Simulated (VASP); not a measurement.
Write the native input for VASP 6.6.1 that does the following.

* Task: relaxation of cell and atoms
* Functional: PBEsol
* Potentials or basis: VASP PAW PBE potentials, release 64 (Cd, Se)
* Cutoff: 600 eV
* k mesh: 6 × 6 × 6
* Occupations: gaussian, width 0.01 eV
* Spin: no spin polarisation
* Target pressure: 4 GPa
* Dipole correction: no
* Further INCAR settings: ALGO = Normal; EDIFF = 1e-06; IBRION = 2; EDIFFG = -0.002; NSW = 100; ISIF = 3

The structure of CdSe lies in POSCAR:

```
CdSe
1.0
    0.0000000000      3.0413255900      3.0413255900
    3.0413255900      0.0000000000      3.0413255900
    3.0413255900      3.0413255900      0.0000000000
Cd Se
1 1
Direct
    0.0000000000      0.0000000000      0.0000000000
    0.7500000000      0.7500000000      0.7500000000
```

One way to write it, as run:

INCAR

```
SYSTEM = CdSe
PREC = Accurate
ENCUT = 600
EDIFF = 1E-6
ISMEAR = 0
SIGMA = 0.01
LREAL = .FALSE.
LASPH = .TRUE.
NELM = 80
ALGO = Normal
ISIF = 3
LWAVE = .FALSE.
LCHARG = .FALSE.
GGA = PS
IBRION = 2
NSW = 100
EDIFFG = -0.002
PSTRESS = 40.0
```

KPOINTS

```
Automatic mesh
0
G
  6 6 6
  0 0 0
```

Potentials or basis: VASP PAW PBE potentials, release 64 (Cd, Se).

Launch:

```console
$ cat potpaw_PBE.64/Cd/POTCAR potpaw_PBE.64/Se/POTCAR > POTCAR
$ mpirun -np 1 vasp_std > vasp.out
```

Results of the run:

```
Relaxed volume                                         : 26.49 Å³/atom
Relaxed cell                                           : a = 4.216 Å, b = 4.216 Å, c = 4.216 Å, α = 60.00°, β = 60.00°, γ = 60.00°
Space group after relaxing (to 0.05 Å)                 : F-43m (No. 216)
Energy change on relaxing (the enthalpy is what falls) : +20.9 meV/atom
Ionic steps                                            : 3
Pressure after relaxing                                : 4.0 GPa
Band gap on the k mesh                                 : 0.60 eV, direct
```

Caveat: the cell is relaxed towards a set pressure, so the enthalpy falls and the energy may rise; the PAW data sets were made with another functional, which shifts forces and pressure a little.

Wall time 68 s on 1 thread of Intel Xeon 8259CL (shared host), peak memory 0.22 GiB.
